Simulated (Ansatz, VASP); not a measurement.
One calculation of K, two programs

```
K
1.0
    -2.61800    2.57873    2.61800
     2.61800   -2.57873    2.61800
     2.61800    2.57873   -2.61800
K
1
Direct
  0.00000 0.00000 0.00000
```

Change from the starting cell: strain -0.0150 x Voigt [0, 1, 0, 0, 0, 0], atoms carried along.

Alike in both runs: task single point; functional PBEsol; k mesh 14 × 14 × 14; occupations gaussian, width 0.15 eV; no spin polarisation.

```csv
,VASP,Ansatz
version,VASP 6.6.1,Ansatz 0.2.0
potentials or method,"VASP PAW PBE potentials, release 64 (K_sv), cutoff 520 eV","scalar-relativistic, plane waves, PAW"
valence electrons in the cell,9,9
```

```csv
,VASP,Ansatz,Ansatz less VASP
gap on the k mesh at the Fermi level (eV),none,none,-
pressure (GPa),0.0,0.0,+0.01
```

VASP's potentials were made for PBE, not for PBEsol. A gap of «none» marks a metal or a gap that the smearing closes. The functional is the same, so the differences come from potentials, cutoffs and numerics.
